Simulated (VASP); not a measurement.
Set up this calculation in VASP 6.6.1, as the native input.

```
Task                   : single point
Functional             : r2SCAN
Potentials or basis    : VASP PAW PBE potentials, release 64 (Ti_sv, O)
Cutoff                 : 660 eV
k mesh                 : 18 × 18 × 10
Occupations            : gaussian, width 0.15 eV
Spin                   : no spin polarisation
Hubbard terms          : Ti d U = 4.0 eV
Dipole correction      : no
Further INCAR settings : ALGO = Normal; EDIFF = 1e-06; NBANDS = 22
```

Crystal: Ti2O.

```
Ti O
1.0
     2.96881    0.00000    0.00000
    -1.48441    2.57107    0.00000
     0.00000    0.00000    5.27984
Ti O
2 1
Direct
  0.66667 0.33333 0.27076
  0.33333 0.66667 0.72924
  0.00000 0.00000 0.00000
```

This cell differs from its parent crystal: strain +0.000 along x and y, +0.080 along z.

The input as run:

POSCAR

```
Ti2O
1.0
    2.9688146624      0.0000000000      0.0000000000
   -1.4844073312      2.5710689168      0.0000000000
    0.0000000000      0.0000000000      5.2798396673
Ti O
2 1
Direct
    0.6666666667      0.3333333333      0.2707615662
    0.3333333333      0.6666666667      0.7292384338
    0.0000000000      0.0000000000      0.0000000000
```

INCAR.step1

```
ALGO     = Normal         # electronic algorithm
EDIFF    = 1E-5           # SCF threshold, eV
ENCUT    = 660            # plane-wave cutoff, eV
GGA      = PE             # functional
GGA_COMPAT= F            
ISMEAR   = 0              # smearing method
LASPH    = T              # aspherical terms in the spheres
LCHARG   = F              # write CHGCAR
LDAU     = T              # DFT+U
LDAUJ    = 0 0          
LDAUL    = 2 -1           # shell
LDAUTYPE = 2            
LDAUU    = 4 0            # U, eV
LMAXMIX  = 4              # l up to which the mixer works
LREAL    = F              # projectors in reciprocal space
LWAVE    = T              # write WAVECAR
NBANDS   = 22             # bands
NELM     = 200            # most SCF steps
PREC     = Accurate       # precision mode
SIGMA    = 0.15           # smearing width, eV
```

INCAR.step2

```
ALGO     = Normal         # electronic algorithm
EDIFF    = 1E-6           # SCF threshold, eV
ENCUT    = 660            # plane-wave cutoff, eV
GGA_COMPAT= F            
ISIF     = 2              # what is computed and relaxed
ISMEAR   = 0              # smearing method
ISTART   = 1            
LASPH    = T              # aspherical terms in the spheres
LCHARG   = F              # write CHGCAR
LDAU     = T              # DFT+U
LDAUJ    = 0 0          
LDAUL    = 2 -1           # shell
LDAUPRINT= 1            
LDAUTYPE = 2            
LDAUU    = 4 0            # U, eV
LMAXMIX  = 4              # l up to which the mixer works
LMIXTAU  = T            
LREAL    = F              # projectors in reciprocal space
LWAVE    = F              # write WAVECAR
METAGGA  = R2SCAN         # meta-GGA
NBANDS   = 22             # bands
NELM     = 200            # most SCF steps
PREC     = Accurate       # precision mode
SIGMA    = 0.15           # smearing width, eV
```

KPOINTS

```
k-points
0
Gamma
  18 18 10
```

Potentials or basis: VASP PAW PBE potentials, release 64 (Ti_sv, O).

Command:

```bash
$ cat potpaw_PBE.64/Ti_sv/POTCAR potpaw_PBE.64/O/POTCAR > POTCAR
$ cp INCAR.step1 INCAR
$ mpirun -np 1 vasp_std > vasp.out
$ cp INCAR.step2 INCAR
$ mpirun -np 1 vasp_std > vasp.out
```

It gave:

- Pressure: -8.8 GPa
- Largest force: 0.114 eV/Å
- Band gap on the k mesh: zero (bands 15 and 16 overlap by 0.96 eV)

Caveat: the cell differs from its parent crystal (strain +0.000 along x and y, +0.080 along z); the stress differs along the axes, from -20 to -3 GPa; the PAW data sets were made with another functional, which shifts forces and pressure a little; U without spin polarisation on a metal has little footing.

Run time: 31 min on 1 thread of Oxide Virtual Turin-like Processor, with other jobs on the host, peak memory 0.44 GiB.
